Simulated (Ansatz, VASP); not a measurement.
## One calculation of TaSi5B2, two programs

```
Ta Si B
1.0
     3.73378    0.00000    0.00000
    -1.86689    3.23355    0.00000
     0.00000    0.00000    9.66930
Ta Si B
1 5 2
Cartesian
  1.8669 1.0779 0.0000
  0.0000 2.1557 6.6619
  0.0000 2.1557 3.0074
  0.0000 0.0000 4.8346
  0.0000 0.0000 7.7261
  0.0000 0.0000 1.9432
  1.8669 1.0779 4.8346
  0.0000 0.0000 0.0000
```

Alike in both runs: functional PBE; k mesh 4 × 4 × 2; occupations gaussian, width 0.2 eV; no spin polarisation.

Ansatz relaxed the structure, and its values are those at the end. VASP's run is a single point on that final structure, the one shown.

|  | VASP | Ansatz |
| --- | --- | --- |
| version | VASP 6.6.1 | Ansatz 0.2.0 |
| potentials or method | VASP PAW PBE potentials, release 64 (Ta_pv, Si, B), cutoff 500 eV | scalar-relativistic, plane waves, PAW |
| valence electrons in the cell | 37 | 39 |

|  | VASP | Ansatz | Ansatz less VASP |
| --- | --- | --- | --- |
| gap on the k mesh at the Fermi level (eV) | none | none | - |
| pressure (GPa) | 0.4 | 0.4 | 0.00 |
| rms of the force components (eV/Å) | 0.006 | 0.007 | +0.0004 |

A gap of «none» marks a metal or a gap that the smearing closes. With one functional, cell and mesh, what is left measures potentials, basis and numerics. VASP's potentials hold 37 valence electrons a cell and Ansatz's 39, so a difference there can come from the potentials and not from the codes.

The k mesh is coarse, so the values compare programs but aren't converged. Spin-orbit coupling is off throughout.
